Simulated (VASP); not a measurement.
# Rh (P6_3/mmc) in VASP: further runs

Rh is run at these levels: PBE; tasks: single point.

Everything below comes from runs of VASP 6.6.1. Logs are shortened: lines on timing, memory, paths and dates and some standing lists are left out, and cuts for length are marked.

## Step 1: The cell of the first run

Symmetry: P6_3/mmc, No. 194, hexagonal system. The conventional cell has a = 2.752 Å, b = 2.752 Å, c = 4.666 Å, α = 90.00°, β = 90.00°, γ = 120.00°. Rh (site symmetry -6m2) has 12 Rh at 2.75 to 2.82 Å within 3.6 Å.

This isn't the form of Rh at room conditions, which is fcc.

## Step 2: Single point, PBE

File INCAR:

```
PREC = Accurate
ENCUT = 520
EDIFF = 1E-6
ISMEAR = 0
SIGMA = 0.15
LREAL = False
LASPH = True
NELM = 100
ALGO = Fast
ISIF = 2
LWAVE = False
LCHARG = False
GGA = PE
NBANDS = 22
```

File KPOINTS:

```
regular mesh
0
Gamma
  18 18 10
```

File POSCAR:

```
Rh
1.0
    2.7521000000      0.0000000000      0.0000000000
   -1.3760500000      2.3833885137      0.0000000000
    0.0000000000      0.0000000000      4.6658000000
Rh
2
Direct
    0.6666666667      0.3333333333      0.7500000000
    0.3333333333      0.6666666667      0.2500000000
```

Potentials or basis: VASP PAW PBE potentials, release 64 (Rh_pv).

Started as:

```
cat potpaw_PBE.64/Rh_pv/POTCAR > POTCAR
mpirun -np 1 vasp_std > vasp.out
```

OUTCAR:

```text
PREC = Accurate
   ENCUT = 520
   EDIFF = 1E-6
   ISMEAR = 0
   LREAL = False
   LASPH = True
   NELM = 100
   ISIF = 2
   GGA = PE

 ion  position               nearest neighbor table
   1  0.667  0.333  0.750-   2 2.82   2 2.82   2 2.82   2 2.82   2 2.82   2 2.82
   2  0.333  0.667  0.250-   1 2.82   1 2.82   1 2.82   1 2.82   1 2.82   1 2.82

  LATTYP: Found a hexagonal cell.
 ALAT       =     2.7521000000
 C/A-ratio  =     1.6953599070

  Lattice vectors:

 A1 = (   2.7521000000,   0.0000000000,   0.0000000000)
 A2 = (  -1.3760500000,   2.3833885137,   0.0000000000)
 A3 = (   0.0000000000,   0.0000000000,   4.6658000000)

Analysis of symmetry for initial positions (statically):
=====================================================================
 Subroutine PRICEL returns:
 Original cell was already a primitive cell.

 Routine SETGRP: Setting up the symmetry group for a
 hexagonal supercell.

 Subroutine GETGRP returns: Found 24 space group operations
 (whereof 12 operations were pure point group operations)
 out of a pool of 24 trial point group operations.

The static configuration has the point symmetry D_3d.
 The point group associated with its full space group is D_6h.

Analysis of symmetry for dynamics (positions and initial velocities):
=====================================================================
 Subroutine PRICEL returns:
 Original cell was already a primitive cell.

 Routine SETGRP: Setting up the symmetry group for a
 hexagonal supercell.

 Subroutine GETGRP returns: Found 24 space group operations
 (whereof 12 operations were pure point group operations)
 out of a pool of 24 trial point group operations.

The dynamic configuration has the point symmetry D_3d.
 The point group associated with its full space group is D_6h.

 Subroutine INISYM returns: Found 24 space group operations
 (whereof 12 operations are pure point group operations),
 and found     1 'primitive' translations

----------------------------------------------------------------------------------------

                                     Primitive cell

  volume of cell :      30.6045

  direct lattice vectors                    reciprocal lattice vectors
     2.752100000  0.000000000  0.000000000     0.363358890  0.209785353  0.000000000
    -1.376050000  2.383388514  0.000000000     0.000000000  0.419570705  0.000000000
     0.000000000  0.000000000  4.665800000     0.000000000  0.000000000  0.214325518

  length of vectors
[... 81 lines left out ...]
   NELM   =    100;   NELMIN=  2; NELMDL= -5     # of ELM steps
   EDIFF  = 0.1E-05   stopping-criterion for ELM
   LREAL  =      F    real-space projection
   EDIFFG = 0.1E-04   stopping-criterion for IOM
   NSW    =      0    number of steps for IOM
   IBRION =     -1    ionic relax: 0-MD 1-quasi-New 2-CG
   NFREE  =      0    steps in history (QN), initial steepest desc. (CG)
   ISIF   =      2    stress and relaxation
   ISYM   =      2    0-nonsym 1-usesym 2-fastsym
   POTIM  = 0.5000    time-step for ionic-motion
   TEBEG  =    0.0;   TEEND  =   0.0 temperature during run
   PSTRESS=    0.0 pullay stress
   NELECT =      30.0000    total number of electrons
   NUPDOWN=      -1.0000    fix difference up-down
   EMIN   =  10.00;   EMAX   =-10.00  energy-range for DOS
   EFERMI =   0.00;   METHOD = LEGACY
   ISMEAR =     0;   SIGMA  =   0.15  broadening in eV -4-tet -1-fermi 0-gaus
   EFERMI_NEDOS =   21; number of points for ismear=-14 and -15
   IALGO  =     68    algorithm
   IMIX   =      4    mixing-type and parameters
     AMIX     =   0.40;   BMIX     =  1.00
     AMIX_MAG =   1.60;   BMIX_MAG =  1.00
  volume/ion in A,a.u.               =      15.30       103.26
  Fermi-wavevector in a.u.,A,eV,Ry     =   1.626248  3.073164 35.983105  2.644684
  Thomas-Fermi vector in A             =   2.719239
   LORBIT       =      0    0 simple, 1 ext, 2 COOP (PROOUT), +10 PAW based schemes
   GGA     = PE    functional components
   LHFCALC =     F    Hartree Fock is set to
   AEXX    =    0.0000 exact exchange contribution
   IVDW    =     0    specifies the selected vdW correction
   LEPSILON=     F    determine dielectric tensor
   LRPA    =     F    only Hartree local field effects (RPA)
 non-spin polarized calculation
 RMM-DIIS sequential band-by-band and
 Gauss-broadening in eV      SIGMA  =   0.15
  energy-cutoff  :      520.00
  volume of cell :       30.60
 maximum number of plane-waves:       843
   NGX = 11   NGY = 11   NGZ = 17

 number of electron      30.0000006 magnetization

 Free energy of the ion-electron system (eV)
  ---------------------------------------------------
  ext. energy  EPLUGINS =         0.00000000
  ---------------------------------------------------
  free energy    TOTEN  =       -14.29589712 eV

  energy without entropy =      -14.25108858  energy(sigma->0) =      -14.27349285

 E-fermi :  10.0872     XC(G=0): -13.3483

 val. band max:       10.0856805277   @ k =   0.1667   0.1667   0.0000
 cond. band min:      10.0891786031   @ k =   0.3333   0.0556   0.1000
 fundamental gap:      0.0034980754
 Fermi energy:        10.0872025410

 k-point     1 :       0.0000    0.0000    0.0000
  band No.  band energies     occupation
      1     -36.5842      2.00000
      2     -36.1871      2.00000
      3     -36.1871      2.00000
      4     -36.1317      2.00000
      5     -36.1302      2.00000
      6     -36.1302      2.00000
[... 589 lines left out ...]
     21      21.8771      0.00000
     22      24.0242      0.00000

 [... further k-points ...]

------------------------ aborting loop because EDIFF is reached ----------------------------------------

  FORCE on cell =-STRESS in cart. coord.  units (eV):
  Direction    XX          YY          ZZ          XY          YZ          ZX
  --------------------------------------------------------------------------------------
  -------------------------------------------------------------------------------------
  Total       -2.5508525     -2.5508525     -4.2622852      0.0000000      0.0000000      0.0000000
  in kB     -133.5398129   -133.5398129   -223.1351138      0.0000000      0.0000000      0.0000000
  external PRESSURE =    -163.4049132 kB  Pullay stress =       0.0000000 kB

 VOLUME and BASIS-vectors are now :
 -----------------------------------------------------------------------------
  energy-cutoff  :      520.00
  volume of cell :       30.60
      direct lattice vectors                 reciprocal lattice vectors
     2.752100000  0.000000000  0.000000000     0.363358890  0.209785353  0.000000000
    -1.376050000  2.383388514  0.000000000     0.000000000  0.419570705  0.000000000
     0.000000000  0.000000000  4.665800000     0.000000000  0.000000000  0.214325518

 POSITION                                       TOTAL-FORCE (eV/Angst)
 -----------------------------------------------------------------------------------
      1.37605      0.79446      3.49935        -0.000000      0.000000      0.000000
     -0.00000      1.58893      1.16645         0.000000      0.000000      0.000000
 -----------------------------------------------------------------------------------
    total drift:                               -0.000000      0.000000     -0.000000

  FREE ENERGIE OF THE ION-ELECTRON SYSTEM (eV)
  ---------------------------------------------------
  free  energy   TOTEN  =       -14.2958971163 eV

  energy  without entropy=      -14.2510885753  energy(sigma->0) =      -14.27349285
```

It took 83 s on 1 thread of Intel Xeon Platinum 8488C (Sapphire Rapids), shared host; peak memory 0.22 GiB.

What came out:

- Free energy: -14.2959 eV
- Pressure: -16.3 GPa
- Band gap on the k mesh: zero (bands 15 and 16 overlap by 2.15 eV)

Stress tensor (GPa, compression positive):
```
-13.35   0.00   0.00
  0.00 -13.35   0.00
  0.00   0.00 -22.31
```

Caveat: the cell stands under tension.

## Step 3: Single point, PBE

This run uses another cell than the first one, of 15.25 Å³/atom.

File INCAR:

```
SYSTEM = Rh
ALGO     = Fast           ! electronic algorithm
EDIFF    = 1E-6           ! SCF threshold, eV
ENCUT    = 520            ! plane-wave cutoff, eV
GGA      = PE             ! functional
ISIF     = 2              ! what is computed and relaxed
ISMEAR   = 0              ! smearing method
LASPH    = .True.         ! aspherical terms in the spheres
LCHARG   = .False.        ! write CHGCAR
LREAL    = .False.        ! projectors in reciprocal space
LWAVE    = .False.        ! write WAVECAR
NBANDS   = 22             ! bands
NELM     = 80             ! most SCF steps
PREC     = Accurate       ! precision mode
SIGMA    = 0.15           ! smearing width, eV
```

File KPOINTS:

```
k-points
0
Gamma
  18 18 10
  0 0 0
```

File POSCAR:

```
Rh
1.0
    2.8339000000      0.0000000000      0.0000000000
   -1.4169500000      2.4542293918      0.0000000000
    0.0000000000      0.0000000000      4.3851186776
Rh
2
Direct
    0.6666666667      0.3333333333      0.7500000000
    0.3333333333      0.6666666667      0.2500000000
```

Potentials or basis: VASP PAW PBE potentials, release 64 (Rh_pv).

Started as:

```
cat potpaw_PBE.64/Rh_pv/POTCAR > POTCAR
mpirun -np 1 vasp_std > vasp.out
```

Wall time 87 s (1 thread of Intel Xeon Platinum 8488C (Sapphire Rapids), shared host); peak memory 0.23 GiB.

Results (log left out):

| Item | Value |
| --- | --- |
| Free energy | -14.3220 eV |
| Pressure | -15.6 GPa |
| Band gap on the k mesh | zero (bands 15 and 16 overlap by 1.93 eV) |

Stress tensor (GPa, compression positive):
```
-17.76   0.00   0.00
  0.00 -17.76   0.00
  0.00   0.00 -11.13
```

Levels at points of the mesh, in eV from the Fermi level:
```tsv
k point	band 11	band 12	band 13	band 14	band 15	band 16	band 17	band 18	band 19	band 20
(0.00, 0.00, 0.00)	-2.36	-2.08	-2.08	-1.90	-1.90	0.10	0.10	1.27	8.27	15.56
(0.50, 0.00, 0.00)	-2.15	-1.97	-1.76	0.16	0.48	0.63	2.61	4.46	9.77	10.38
(0.00, 0.00, 0.50)	-2.78	-2.78	-2.62	-2.62	-0.37	-0.37	-0.37	-0.37	14.77	14.77
(0.50, 0.00, 0.50)	-1.56	-1.56	-0.27	-0.27	0.36	0.36	2.50	2.50	8.27	8.27
```

Caveat: the cell stands under tension.

## Step 4: Single point, PBE

This run uses another cell than the first one, of 15.37 Å³/atom.

File INCAR:

```
ALGO     = Fast           # electronic algorithm
EDIFF    = 1E-6           # SCF threshold, eV
ENCUT    = 520            # plane-wave cutoff, eV
GGA      = PE             # functional
ISIF     = 2              # what is computed and relaxed
ISMEAR   = 0              # smearing method
LASPH    = True           # aspherical terms in the spheres
LCHARG   = False          # write CHGCAR
LREAL    = False          # projectors in reciprocal space
LWAVE    = False          # write WAVECAR
NBANDS   = 22             # bands
NELM     = 80             # most SCF steps
PREC     = Accurate       # precision mode
SIGMA    = 0.15           # smearing width, eV
```

File KPOINTS:

```
k-points
0
Gamma
  18 18 10
```

File POSCAR:

```
Rh
1.0
    2.7794000000      0.0000000000      0.0000000000
   -1.3897000000      2.4070310073      0.0000000000
    0.0000000000      0.0000000000      4.5956000000
Rh
2
Direct
    0.6666666667      0.3333333333      0.7500000000
    0.3333333333      0.6666666667      0.2500000000
```

Potentials or basis: VASP PAW PBE potentials, release 64 (Rh_pv).

Started as:

```
cat potpaw_PBE.64/Rh_pv/POTCAR > POTCAR
mpirun -np 1 vasp_std > vasp.out
```

OUTCAR:

```text
EDIFF = 1E-6
   ENCUT = 520
   GGA = PE
   ISIF = 2
   ISMEAR = 0
   LASPH = True
   LREAL = False
   NELM = 80
   PREC = Accurate

 ion  position               nearest neighbor table
   1  0.667  0.333  0.750-   2 2.80   2 2.80   2 2.80   2 2.80   2 2.80   2 2.80
   2  0.333  0.667  0.250-   1 2.80   1 2.80   1 2.80   1 2.80   1 2.80   1 2.80

  LATTYP: Found a hexagonal cell.
 ALAT       =     2.7794000000
 C/A-ratio  =     1.6534503850

  Lattice vectors:

 A1 = (   2.7794000000,   0.0000000000,   0.0000000000)
 A2 = (  -1.3897000000,   2.4070310073,   0.0000000000)
 A3 = (   0.0000000000,   0.0000000000,   4.5956000000)

Analysis of symmetry for initial positions (statically):
=====================================================================
 Subroutine PRICEL returns:
 Original cell was already a primitive cell.

 Routine SETGRP: Setting up the symmetry group for a
 hexagonal supercell.

 Subroutine GETGRP returns: Found 24 space group operations
 (whereof 12 operations were pure point group operations)
 out of a pool of 24 trial point group operations.

The static configuration has the point symmetry D_3d.
 The point group associated with its full space group is D_6h.

Analysis of symmetry for dynamics (positions and initial velocities):
=====================================================================
 Subroutine PRICEL returns:
 Original cell was already a primitive cell.

 Routine SETGRP: Setting up the symmetry group for a
 hexagonal supercell.

 Subroutine GETGRP returns: Found 24 space group operations
 (whereof 12 operations were pure point group operations)
 out of a pool of 24 trial point group operations.

The dynamic configuration has the point symmetry D_3d.
 The point group associated with its full space group is D_6h.

 Subroutine INISYM returns: Found 24 space group operations
 (whereof 12 operations are pure point group operations),
 and found     1 'primitive' translations

[... 110 lines left out ...]
   EFERMI_NEDOS =   21; number of points for ismear=-14 and -15
   IALGO  =     68    algorithm
   IMIX   =      4    mixing-type and parameters
     AMIX     =   0.40;   BMIX     =  1.00
     AMIX_MAG =   1.60;   BMIX_MAG =  1.00
  volume/ion in A,a.u.               =      15.37       103.74
  Fermi-wavevector in a.u.,A,eV,Ry     =   1.623767  3.068474 35.873364  2.636618
  Thomas-Fermi vector in A             =   2.717163
   LORBIT       =      0    0 simple, 1 ext, 2 COOP (PROOUT), +10 PAW based schemes
   GGA     = PE    functional components
   LHFCALC =     F    Hartree Fock is set to
   AEXX    =    0.0000 exact exchange contribution
   IVDW    =     0    specifies the selected vdW correction
   LEPSILON=     F    determine dielectric tensor
   LRPA    =     F    only Hartree local field effects (RPA)
 non-spin polarized calculation
 RMM-DIIS sequential band-by-band and
 Gauss-broadening in eV      SIGMA  =   0.15
  energy-cutoff  :      520.00
  volume of cell :       30.75
 maximum number of plane-waves:       844
 NGX is ok and might be reduce to    24
   NGX = 11   NGY = 11   NGZ = 17

 number of electron      30.0000011 magnetization

 Free energy of the ion-electron system (eV)
  ---------------------------------------------------
  ext. energy  EPLUGINS =         0.00000000
  ---------------------------------------------------
  free energy    TOTEN  =       -14.30296992 eV

  energy without entropy =      -14.25773358  energy(sigma->0) =      -14.28035175

 E-fermi :  10.0300     XC(G=0): -13.3213

 val. band max:       10.0286393967   @ k =   0.2778   0.0000   0.4000
 cond. band min:      10.0313305185   @ k =   0.3333   0.3333   0.2000
 fundamental gap:      0.0026911218
 Fermi energy:        10.0299547039

 k-point     1 :       0.0000    0.0000    0.0000
  band No.  band energies     occupation
      1     -36.6847      2.00000
      2     -36.2630      2.00000
      3     -36.2630      2.00000
      4     -36.2071      2.00000
      5     -36.1979      2.00000
      6     -36.1979      2.00000
[... 589 lines left out ...]
     21      21.5126      0.00000
     22      23.8762      0.00000

 [... further k-points ...]

------------------------ aborting loop because EDIFF is reached ----------------------------------------

  FORCE on cell =-STRESS in cart. coord.  units (eV):
  Direction    XX          YY          ZZ          XY          YZ          ZX
  --------------------------------------------------------------------------------------
  -------------------------------------------------------------------------------------
  Total       -3.0066648     -3.0066648     -3.9253104      0.0000000     -0.0000000      0.0000000
  in kB     -156.6825510   -156.6825510   -204.5547792      0.0000000     -0.0000000      0.0000000
  external PRESSURE =    -172.6399604 kB  Pullay stress =       0.0000000 kB

 VOLUME and BASIS-vectors are now :
 -----------------------------------------------------------------------------
  energy-cutoff  :      520.00
  volume of cell :       30.75
      direct lattice vectors                 reciprocal lattice vectors
     2.779400000  0.000000000  0.000000000     0.359789883  0.207724786  0.000000000
    -1.389700000  2.407031007  0.000000000     0.000000000  0.415449571  0.000000000
     0.000000000  0.000000000  4.595600000     0.000000000  0.000000000  0.217599443

 POSITION                                       TOTAL-FORCE (eV/Angst)
 -----------------------------------------------------------------------------------
      1.38970      0.80234      3.44670         0.000000      0.000000      0.000000
     -0.00000      1.60469      1.14890        -0.000000     -0.000000      0.000000
 -----------------------------------------------------------------------------------
    total drift:                               -0.000000      0.000000     -0.000000

  FREE ENERGIE OF THE ION-ELECTRON SYSTEM (eV)
  ---------------------------------------------------
  free  energy   TOTEN  =       -14.3029699238 eV

  energy  without entropy=      -14.2577335756  energy(sigma->0) =      -14.28035175
```

stdout:

```text
POSCAR found type information on POSCAR Rh
 POSCAR found :  1 types and       2 ions
 scaLAPACK will be used
 LDA part: xc-table for (Slater+PW92), standard interpolation
 POSCAR, INCAR and KPOINTS ok, starting setup
 FFT: planning ... GRIDC
 FFT: planning ... GRID_SOFT
 FFT: planning ... GRID
 WAVECAR not read
 entering main loop
```

Run time: 93 s. Hardware: 1 thread of Intel Xeon Platinum 8488C (Sapphire Rapids), shared host; peak memory 0.23 GiB.

What came out:

* Free energy: -14.3030 eV
* Pressure: -17.3 GPa
* Band gap on the k mesh: zero (bands 15 and 16 overlap by 2.06 eV)

Caveat: the cell stands under tension.

## Step 5: Single point, PBE

This run uses another cell than the first one, of 15.49 Å³/atom.

File INCAR:

```
PREC = Accurate
ENCUT = 520
EDIFF = 1E-6
ISMEAR = 0
SIGMA = 0.15
LREAL = False
LASPH = True
NELM = 100
ALGO = Fast
ISIF = 2
LWAVE = False
LCHARG = True
GGA = PE
LELF = True
LVHAR = True
NBANDS = 22
```

File KPOINTS:

```
regular mesh
0
Gamma
  18 18 10
```

File POSCAR:

```
Rh
1.0
    2.8339000000      0.0000000000      0.0000000000
   -1.4169500000      2.4542293918      0.0000000000
    0.0000000000      0.0000000000      4.4553000000
Rh
2
Direct
    0.6666666667      0.3333333333      0.7500000000
    0.3333333333      0.6666666667      0.2500000000
```

Started as:

```
cat potpaw_PBE.64/Rh_pv/POTCAR > POTCAR
mpirun -np 1 vasp_std > vasp.out
```

Wall time 1.7 min (1 thread of Intel Xeon Platinum 8488C (Sapphire Rapids), shared host); peak memory 0.24 GiB.

Results (log left out):

```yaml
Free_energy: -14.2805 eV
Pressure: -18.4 GPa
Band_gap_on_the_k_mesh: zero (bands 15 and 16 overlap by 1.94 eV)
```

Stress tensor (GPa, compression positive):
```
-19.49   0.00   0.00
  0.00 -19.49   0.00
  0.00   0.00 -16.09
```

Levels at points of the mesh, in eV from the Fermi level:
| k point | band 13 | band 14 | band 15 | band 16 | band 17 | band 18 |
| --- | --- | --- | --- | --- | --- | --- |
| (0.00, 0.00, 0.00) | -2.05 | -1.76 | -1.76 | 0.10 | 0.10 | 1.14 |
| (0.50, 0.00, 0.00) | -1.77 | 0.22 | 0.51 | 0.57 | 2.62 | 4.45 |
| (0.00, 0.00, 0.50) | -2.61 | -2.61 | -0.37 | -0.37 | -0.37 | -0.37 |
| (0.50, 0.00, 0.50) | -0.24 | -0.24 | 0.40 | 0.40 | 2.50 | 2.50 |

Caveat: the cell stands under tension.

[end of part 1 of 2]
